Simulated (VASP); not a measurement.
Here is a VASP 6.6.1 calculation.

INCAR

```
SYSTEM = ZnSe
PREC     = Accurate       ! precision mode
ENCUT    = 520            ! plane-wave cutoff, eV
EDIFF    = 1E-6           ! SCF threshold, eV
ISMEAR   = 0              ! smearing method
SIGMA    = 0.05           ! smearing width, eV
LREAL    = .FALSE.        ! projectors in reciprocal space
LASPH    = .TRUE.         ! aspherical terms in the spheres
NELM     = 100            ! most SCF steps
ALGO     = Normal         ! electronic algorithm
ISIF     = 2              ! what is computed and relaxed
LWAVE    = .FALSE.        ! write WAVECAR
LCHARG   = .FALSE.        ! write CHGCAR
GGA      = CA             ! functional
NBANDS   = 16             ! bands
```

The input KPOINTS:

```
regular mesh
0
G
  8 8 8
  0 0 0
```

Contents of POSCAR:

```
ZnSe
1.0
    0.0000000000      3.0898067238      2.6305111297
    2.6305111297      0.0000000000      2.6305111297
    2.6305111297      3.0898067238      0.0000000000
Zn Se
1 1
Direct
    0.0000000000      0.0000000000      0.0000000000
    0.7500000000      0.7500000000      0.7500000000
```

Potentials or basis: VASP PAW LDA potentials, release 64 (Zn, Se).

Launch:

```console
$ cat potpaw_LDA.64/Zn/POTCAR potpaw_LDA.64/Se/POTCAR > POTCAR
$ mpirun -np 1 vasp_std > vasp.out
```

(1) Predict the band gap on the k mesh.

(2) What does it give for the pressure?

Answers

(1) 0.92 eV.

(2) 0.5 GPa.

Caveat: the cell differs from its parent crystal (strain +e along x and -e along y +0.0000, strain +e along z and -e/2 along x and y +0.1100).
